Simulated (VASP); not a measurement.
Input of a VASP 6.6.1 run:

INCAR

```
PREC     = Accurate       # precision mode
ENCUT    = 520            # plane-wave cutoff, eV
EDIFF    = 1E-6           # SCF threshold, eV
ISMEAR   = -1             # smearing method
SIGMA    = 0.05           # smearing width, eV
LREAL    = Auto         
LASPH    = True           # aspherical terms in the spheres
NELM     = 100            # most SCF steps
ALGO     = Normal         # electronic algorithm
ISIF     = 2              # what is computed and relaxed
LWAVE    = False          # write WAVECAR
LCHARG   = False          # write CHGCAR
NBANDS   = 72             # bands
```

The input KPOINTS:

```
regular mesh
0
Gamma
  1 1 1
```

The input POSCAR:

```
H23C2NO10
1.0
    7.5225990000      0.0000000000      0.0000000000
    0.0000000000      7.5225990000      0.0000000000
    0.0000000000      0.0000000000      7.5225990000
O H C N
10 23 2 1
Direct
    0.3474331145      0.2770452074      0.1915960162
    0.3384202720      0.6067317958      0.7386011138
    0.3152633817      0.6242124564      0.1581368354
    0.4334937965      0.9515594278      0.5783905270
    0.8173504928      0.3110095327      0.8434053178
    0.9253184970      0.0725680048      0.1785818970
    0.9056577388      0.6888177876      0.2536357448
    0.2259059668      0.1821179090     -0.2271688282
    0.0178528724      0.3799085928      0.3415973655
    0.6722942430      0.0734852409      0.4226730682
    0.3518331896      0.3814373197      0.1125940649
    0.3436711169      0.1782761516      0.1140696188
    0.2321006344      0.5750539142      0.8092681798
    0.4336931957      0.6306862828      0.8087364487
    0.4147901543      0.6794061467      0.2265972173
    0.1901470489      0.6299152726      0.2076410028
    0.5369553794      1.0132801177      0.5140510613
    0.4617287190      0.8355091106      0.6208093772
    0.9405924734      0.2928775015      0.8021296895
    0.7534098255      0.4284157643      0.8166060693
    0.9526228900      0.0987025894      0.0616409302
    0.9348098975     -0.0602717226      0.2052615060
    0.8143329187      0.7265308173      0.1755111498
    0.9387048279      0.5554330358      0.2457661242
    0.3017042381      0.0794672161     -0.2944992814
    0.2764603031      0.3038577492     -0.2654002958
    0.0092787081      0.2682982304      0.2901523795
    0.1535373612      0.3571637941      0.3635179810
    0.6363226326      0.1269640984      0.3051870770
    0.7645495925      0.1601175338      0.4408715658
    1.1615267543      0.9082100481      0.5296972496
    0.9577540954      0.7733098627      0.4935927065
    0.9615426796      1.0026189087      0.6045118183
    1.0230107972      0.8691278107      0.5738043461
    1.0215485366      0.7883711467      0.7529711473
    0.9734933365      0.7045038556      0.8756282237
```

Potentials or basis: VASP PAW LDA potentials, release 64 (O, H, C, N).

The run is started by

```sh
$ cat potpaw_LDA.64/O/POTCAR potpaw_LDA.64/H/POTCAR potpaw_LDA.64/C/POTCAR potpaw_LDA.64/N/POTCAR > POTCAR
$ mpirun -np 1 vasp_gam > vasp.out
```

(1) Predict the pressure.

(2) Predict the largest force.

(3) Estimate the band gap on the k mesh.

Answers

(1) -0.9 GPa.

(2) 4.570 eV/Å.

(3) 3.95 eV.

Caveat: the k points lie up to 0.84 Å⁻¹ apart; the atoms stand as in a frame of molecular dynamics.
